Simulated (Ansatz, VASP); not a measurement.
## Two plane-wave programs on ZnO

INCAR

```
  ALGO = Normal
  EDIFF = 1E-6
  EDIFFG = -0.01
  ENCUT = 600
  GGA = RP
  IBRION = 2
  ISIF = 3
  ISMEAR = -1
  IVDW = 12
  LASPH = True
  LCHARG = False
  LREAL = False
  LWAVE = False
  NELM = 80
  NSW = 60
  PREC = Accurate
  SIGMA = 0.05
```

File KPOINTS:

```
k-points
0
Gamma
  9 9 5
```

POSCAR

```
ZnO
1.0
    3.2493080000      0.0000000000      0.0000000000
   -1.6246540000      2.8139832727      0.0000000000
    0.0000000000      0.0000000000      5.2057090000
Zn O
2 2
Direct
    0.6666666667      0.3333333333      0.0000000000
    0.3333333333      0.6666666667      0.5000000000
    0.3333333333      0.6666666667      0.8790100000
    0.6666666667      0.3333333333      0.3790100000
```

The input input.yaml:

```yaml
crystal:
  lattice:
    - [3.249308, 0.0, 0.0]
    - [-1.624654, 2.8139832727, 0.0]
    - [0.0, 0.0, 5.205709]
  atoms:
    - { symbol: Zn, position: [0.6666666667, 0.3333333333, 0.0] }
    - { symbol: Zn, position: [0.3333333333, 0.6666666667, 0.5] }
    - { symbol: O, position: [0.3333333333, 0.6666666667, 0.87901] }
    - { symbol: O, position: [0.6666666667, 0.3333333333, 0.37901] }
hamiltonian:
  xc: rpbe
  pseudopotentials: { kind: paw }
  dispersion: d3bj
kpoints:
  mp_grid: { grid: [9, 9, 5] }
scf:
  occupations: { method: fermi_dirac, width: 0.05 }
output:
  forces: true
  stress: true
relax:
  f_tol: 0.01
  max_steps: 40
  cell: { stress_tol: 0.05 }
```

Alike in both runs: task relaxation of cell and atoms; functional RPBE; dispersion D3(BJ); k mesh 9 × 9 × 5; occupations fermi-dirac, width 0.05 eV; no spin polarisation.

|  | VASP | Ansatz |
| --- | --- | --- |
| version | VASP 6.6.1 | Ansatz 0.2.0 |
| potentials or method | VASP PAW PBE potentials, release 64 (Zn, O) | Ansatz PAW |
| plane-wave cutoff (eV) | 600 | 420 |
| valence electrons in the cell | 36 | 36 |

VASP gave:

- relaxed volume (Å³/atom): 11.49
- relaxed cell length with the largest relative difference (Å): 5.139

Problem. Estimate Ansatz's values.

Solution. Relaxed volume (Å³/atom): 11.42; relaxed cell length with the largest relative difference (Å): 5.126.

VASP's potentials were made for PBE, not for RPBE.

Noted on Ansatz's run: odd divisions of the mesh miss points on the zone boundary, where band edges often lie, so the gap on the mesh can be too wide; the plane-wave basis is chosen anew once the cell has moved, so the energies of steps on either side of that aren't comparable.
